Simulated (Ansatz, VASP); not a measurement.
Given: the input of a run of VASP 6.6.1 on ZnO.

Contents of INCAR:

```
ALGO     = Normal         # electronic algorithm
EDIFF    = 1E-6           # SCF threshold, eV
ENCUT    = 520            # plane-wave cutoff, eV
GGA      = PE             # functional
ISIF     = 2              # what is computed and relaxed
ISMEAR   = -1             # smearing method
LASPH    = T              # aspherical terms in the spheres
LCHARG   = F              # write CHGCAR
LREAL    = F              # projectors in reciprocal space
LWAVE    = F              # write WAVECAR
NBANDS   = 26             # bands
NELM     = 60             # most SCF steps
PREC     = Accurate       # precision mode
SIGMA    = 0.05           # smearing width, eV
```

File KPOINTS:

```
k-points
0
Gamma
  9 9 4
```

File POSCAR:

```
ZnO
1.0
    3.3312348463      0.0000000000      0.0000000000
   -1.6656174231      2.8849340028      0.0000000000
    0.0000000000      0.0000000000      7.2242737071
Zn O
2 2
Direct
    0.0000000000      0.0000000000      0.2500000000
    0.0000000000      0.0000000000      0.7500000000
    0.6666666667      0.3333333333      0.7500000000
    0.3333333333      0.6666666667      0.2500000000
```

Potentials or basis: VASP PAW PBE potentials, release 64 (Zn, O).

Launch:

```sh
$ cat potpaw_PBE.64/Zn/POTCAR potpaw_PBE.64/O/POTCAR > POTCAR
$ mpirun -np 1 vasp_std > vasp.out
```

Question: Translate it to Ansatz 0.2.0. Potentials there: all-electron LAPW, scalar-relativistic.

Answer: As run (the cutoff follows the program's own potentials):

The input input.yaml:

```yaml
crystal:
  lattice:
    - [3.3312348463, 0.0, 0.0]
    - [-1.6656174231, 2.8849340028, 0.0]
    - [0.0, 0.0, 7.2242737071]
  atoms:
    - { symbol: Zn, position: [0.0, 0.0, 0.25] }
    - { symbol: Zn, position: [0.0, 0.0, 0.75] }
    - { symbol: O, position: [0.6666666667, 0.3333333333, 0.75] }
    - { symbol: O, position: [0.3333333333, 0.6666666667, 0.25] }
kpoints:
  mp_grid: { grid: [9, 9, 4] }
scf:
  occupations: { method: fermi_dirac, width: 0.05 }
hamiltonian:
  xc: pbe
  pseudopotentials: { kind: all_electron, lapw: { basis_error: 0.001 } }
output:
  forces: true
  stress: true
  eigenvalues: true
```

Potentials or basis: all-electron LAPW, scalar-relativistic.

Run with:

```console
$ ansatz run input.yaml --threads 2 --pin off --max-ram 6144MiB --backend cpu --events-out ev --progress --plain --runs-dir out
```

Both were run:

|  | VASP | Ansatz | Ansatz less VASP |
| --- | --- | --- | --- |
| gap on the k mesh at the Fermi level (eV) | 0.82 | 0.84 | +0.020 |
| least direct gap on the mesh (eV) | 0.82 | 0.84 | +0.020 |
| pressure (GPa) | -3.2 | -3.9 | -0.70 |
| traceless stress, the component that is largest in VASP (GPa) | 3.29 | 4.04 | +0.744 |

Ansatz ran all-electron here, and VASP with PAW potentials.
